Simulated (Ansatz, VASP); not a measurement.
**One calculation of SiC, two programs**

Contents of INCAR:

```
SYSTEM = SiC
PREC = Accurate
ENCUT = 600
EDIFF = 1E-7
ISMEAR = 0
SIGMA = 0.02
LREAL = .False.
LASPH = .True.
NELM = 100
ALGO = Normal
ISIF = 3
LWAVE = .False.
LCHARG = .False.
GGA = PE
IBRION = 2
NSW = 100
EDIFFG = -0.01
```

KPOINTS

```
regular mesh
0
Gamma
  6 6 10
  0 0 0
```

The input POSCAR:

```
SiC
1.0
    4.9132015165      0.0000000000      0.0000000000
   -2.4566007582      4.2549573272      0.0000000000
    0.0000000000      0.0000000000      2.9961199183
Si C
3 3
Direct
    0.6147472453      0.0000000000      0.6666666667
    0.0000000000      0.6147472453      0.3333333333
    0.3852527547      0.3852527547      0.0000000000
    0.3723103625      0.0000000000      0.1666666667
    0.0000000000      0.3723103625      0.8333333333
    0.6276896375      0.6276896375      0.5000000000
```

Input for Ansatz:

```yaml
crystal:
  lattice:
    - [4.9132015165, 0.0, 0.0]
    - [-2.4566007582, 4.2549573272, 0.0]
    - [0.0, 0.0, 2.9961199183]
  atoms:
    - { symbol: Si, position: [0.6147472453, 0.0, 0.6666666667] }
    - { symbol: Si, position: [0.0, 0.6147472453, 0.3333333333] }
    - { symbol: Si, position: [0.3852527547, 0.3852527547, 0.0] }
    - { symbol: C, position: [0.3723103625, 0.0, 0.1666666667] }
    - { symbol: C, position: [0.0, 0.3723103625, 0.8333333333] }
    - { symbol: C, position: [0.6276896375, 0.6276896375, 0.5] }
basis:
  ecutwfc: 420
kpoints:
  mp_grid: { grid: [6, 6, 10] }
hamiltonian:
  xc: pbe
scf:
  occupations: { method: gaussian, width: 0.02 }
output:
  forces: true
  stress: true
  eigenvalues: true
  write_density: true
  write_potential: true
  elf: true
  volumetric_format: npy
relax:
  adjacent_minimum: "off"
  f_tol: 0.01
  max_steps: 80
  cell: { stress_tol: 0.05 }
```

Alike in both runs: task relaxation of cell and atoms; functional PBE; k mesh 6 × 6 × 10; occupations gaussian, width 0.02 eV; no spin polarisation.

```csv
,VASP,Ansatz
version,VASP 6.6.1,Ansatz 0.2.0
potentials or method,"VASP PAW PBE potentials, release 64 (Si, C), cutoff 600 eV","scalar-relativistic, plane waves, PAW"
valence electrons in the cell,24,24
```

|  | VASP | Ansatz | Ansatz less VASP |
| --- | --- | --- | --- |
| gap on the k mesh at the Fermi level, each at its own relaxed structure (eV) | 1.21 | 1.21 | +0.008 |
| relaxed volume (Å³/atom) | 10.43 | 10.44 | +0.011 |
| relaxed cell length with the largest relative difference (Å) | 4.912 | 4.914 | +0.0020 |
